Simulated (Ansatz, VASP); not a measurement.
# CrCN in VASP and in Ansatz

INCAR

```
SYSTEM = CrCN
ALGO = Normal
EDIFF = 1E-7
EDIFFG = -0.01
ENCUT = 600
GGA = PE
IBRION = 2
ISIF = 3
ISMEAR = 0
LASPH = .TRUE.
LCHARG = .FALSE.
LREAL = .FALSE.
LWAVE = .FALSE.
NELM = 100
NSW = 100
PREC = Accurate
SIGMA = 0.1
```

The input KPOINTS:

```
k-points
0
G
  18 18 16
  0 0 0
```

POSCAR

```
CrCN
1.0
    3.1739013906      0.0000000000      0.0000000000
   -1.5869506953      2.7486792334      0.0000000000
    0.0000000000      0.0000000000      2.8804995616
Cr C N
1 1 1
Direct
    0.3333333333      0.6666666667      0.5000000000
    0.0000000000      0.0000000000      0.0000000000
    0.6666666667      0.3333333333      0.5000000000
```

Input for Ansatz:

```yaml
crystal:
  lattice:
    - [3.1739013906, 0.0, 0.0]
    - [-1.5869506953, 2.7486792334, 0.0]
    - [0.0, 0.0, 2.8804995616]
  atoms:
    - { symbol: Cr, position: [0.3333333333, 0.6666666667, 0.5] }
    - { symbol: C, position: [0.0, 0.0, 0.0] }
    - { symbol: "N", position: [0.6666666667, 0.3333333333, 0.5] }
basis:
  ecutwfc: 420
kpoints:
  mp_grid: { grid: [18, 18, 16] }
hamiltonian:
  xc: pbe
scf:
  occupations: { method: gaussian, width: 0.1 }
output:
  forces: true
  stress: true
  eigenvalues: true
  write_density: true
  write_potential: true
  elf: true
  volumetric_format: npy
relax:
  adjacent_minimum: "off"
  f_tol: 0.01
  max_steps: 80
  cell: { stress_tol: 0.05 }
```

Change from the starting cell: species swapped into the CeCuGe type (P-6m2, No. 187).

Alike in both runs: task relaxation of cell and atoms; functional PBE; k mesh 18 × 18 × 16; occupations gaussian, width 0.1 eV; no spin polarisation.

|  | VASP | Ansatz |
| --- | --- | --- |
| version | VASP 6.6.1 | Ansatz 0.2.0 |
| potentials or method | VASP PAW PBE potentials, release 64 (Cr_pv, C, N), cutoff 600 eV | scalar-relativistic, plane waves, PAW |
| valence electrons in the cell | 21 | 23 |

Ansatz gave:

* gap on the k mesh at the Fermi level, each at its own relaxed structure (eV): none
* relaxed volume (Å³/atom): 8.38
* relaxed cell length with the largest relative difference (Å): 2.879

Problem. What did VASP give for the same quantities?

Solution. gap on the k mesh at the Fermi level, each at its own relaxed structure (eV): none; relaxed volume (Å³/atom): 8.38; relaxed cell length with the largest relative difference (Å): 2.876.

A gap of «none» marks a metal or a gap that the smearing closes. VASP's potentials hold 21 valence electrons a cell and Ansatz's 23, so a difference there can come from the potentials and not from the codes.
